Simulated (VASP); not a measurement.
WSe2, 6 atoms in the cell. The structure is hexagonal, space group P6_3/mmc (No. 194). Conventional cell: a = 3.377 Å, b = 3.377 Å, c = 12.597 Å, α = 90.00°, β = 90.00°, γ = 120.00°. Within 3.4 Å of W (site symmetry -6m2) lie 6 Se at 2.56 Å and 6 W at 3.38 Å. Se (site symmetry 3m) has 3 W at 2.56 Å and 7 Se at 3.32 to 3.38 Å within 3.4 Å.  This cell differs from its parent crystal: strain +0.030 along x and y, -0.015 along z.

* Program: VASP 6.6.1
* Task: single point
* Functional: PBE
* Dispersion: D3(BJ)
* Potentials or basis: VASP PAW PBE potentials, release 64 (W_sv, Se)
* Cutoff: 520 eV
* k mesh: 12 × 12 × 2
* Occupations: gaussian, width 0.05 eV
* Spin: no spin polarisation
* Dipole correction: no
* Further INCAR settings: ALGO = Normal; EDIFF = 1e-06; NBANDS = 35

Potentials or basis: VASP PAW PBE potentials, release 64 (W_sv, Se).

The run is started by

```bash
$ cat potpaw_PBE.64/W_sv/POTCAR potpaw_PBE.64/Se/POTCAR > POTCAR
$ mpirun -np 1 vasp_std > vasp.out
```

Hardware: 1 thread of AMD EPYC 9R45 96-Core Processor (Zen 5), on a shared host.

Task: Estimate the wall time of this run.

Result: It took 2.1 min on 1 thread of AMD EPYC 9R45 96-Core Processor (Zen 5), on a shared host, peak memory 0.3 GiB. Counts: scf iterations 15, k points 38.
